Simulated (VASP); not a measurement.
# Te: single point with LDA

Te:

```xyz
3
Lattice="4.3868 0.0000 0.0000 -2.1934 3.7991 0.0000 0.0000 0.0000 5.8350" Properties=species:S:1:pos:R:3 pbc="T T T"
Te    1.6034    2.7771    2.9175
Te   -0.5900    1.0220    4.8625
Te    1.1801    0.0000    0.9725
```

```yaml
Program: VASP 6.6.1
Task: single point
Functional: LDA
Potentials_or_basis: VASP PAW LDA potentials, release 64 (Te)
Cutoff: 520 eV
k_mesh: 7 × 7 × 5
Occupations: tetrahedron
Spin: non-collinear spin, zero start, spin-orbit coupling
Starting_moments: "[[0.0, 0.0, 0.0], [0.0, 0.0, 0.0], [0.0, 0.0, 0.0]] μB"
```

```json
{
 "Pressure": "0.8 GPa",
 "Largest force": "0.364 eV/Å",
 "Net moment": "0.00 μB per cell",
 "Valence electrons inside the program's atomic spheres": "Te 3.33"
}
```

Forces in eV/Å, atoms in the order of the input:
```
Te  -0.182 -0.316  0.000
Te  -0.182  0.316  0.000
Te   0.364  0.000  0.000
```

Stress tensor (GPa, compression positive):
```
0.34 0.00 0.00
0.00 0.34 0.00
0.00 0.00 1.77
```

Moments on the atoms (μB; x, y, z):
```
Te  0.00 0.00 0.00
Te  0.00 0.00 0.00
Te  0.00 0.00 0.00
```

Wall time 3.9 min on 1 thread of Intel(R) Xeon(R) Platinum 8124M CPU @ 3.00GHz (Skylake/Cascade Lake), on a shared host, peak memory 0.46 GiB.
